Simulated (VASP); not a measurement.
Wanted: the native input for a VASP 6.6.1 run.

* Task: relaxation of cell and atoms
* Functional: LDA
* Potentials or basis: VASP PAW LDA potentials, release 64 (Be, C)
* Cutoff: 600 eV
* k mesh: 10 × 10 × 10
* Occupations: fermi-dirac, width 0.02 eV
* Spin: no spin polarisation
* Dipole correction: no
* Further INCAR settings: ALGO = Normal; EDIFF = 1e-07; IBRION = 2; EDIFFG = -0.005; NSW = 80; ISIF = 3

The structure of Be2C lies in POSCAR:

```
Be2C
1.0
    0.0000000000      2.1641921607      2.1641921607
    2.1641921607      0.0000000000      2.1641921607
    2.1641921607      2.1641921607      0.0000000000
Be C
2 1
Direct
    0.7500000000      0.7500000000      0.7500000000
    0.2500000000      0.2500000000      0.2500000000
    0.0000000000      0.0000000000      0.0000000000
```

One way to write it, as run:

INCAR

```
SYSTEM = Be2C
PREC = Accurate ; ENCUT = 600
EDIFF = 1E-7 ; ISMEAR = -1
SIGMA = 0.02 ; LREAL = .False.
LASPH = .True. ; NELM = 120
ALGO = Normal ; ISIF = 3
LWAVE = .False. ; LCHARG = .False.
IBRION = 2 ; NSW = 80
EDIFFG = -0.005 ; GGA_COMPAT = .False.
NELMIN = 4
```

KPOINTS

```
Automatic mesh
0
Gamma
  10 10 10
  0 0 0
```

Potentials or basis: VASP PAW LDA potentials, release 64 (Be, C).

The run is started by

```sh
$ cat potpaw_LDA.64/Be/POTCAR potpaw_LDA.64/C/POTCAR > POTCAR
$ mpirun -np 1 vasp_std > vasp.out
```

It gave:

```yaml
Relaxed_volume: 6.49 Å³/atom
Relaxed_cell: a = 3.020 Å, b = 3.020 Å, c = 3.020 Å, α = 60.00°, β = 60.00°, γ = 60.00°
Space_group_after_relaxing_to_0.1_Å: Fm-3m (No. 225)
Energy_gained_by_relaxing: 6.8 meV/atom
Ionic_steps: 3
Pressure_after_relaxing: 0.0 GPa
Band_gap_on_the_k_mesh: 1.20 eV (least direct gap 4.10 eV)
```

It took 25 s on 1 thread of Intel Xeon 8259CL, with other jobs on the host, peak memory 0.13 GiB.
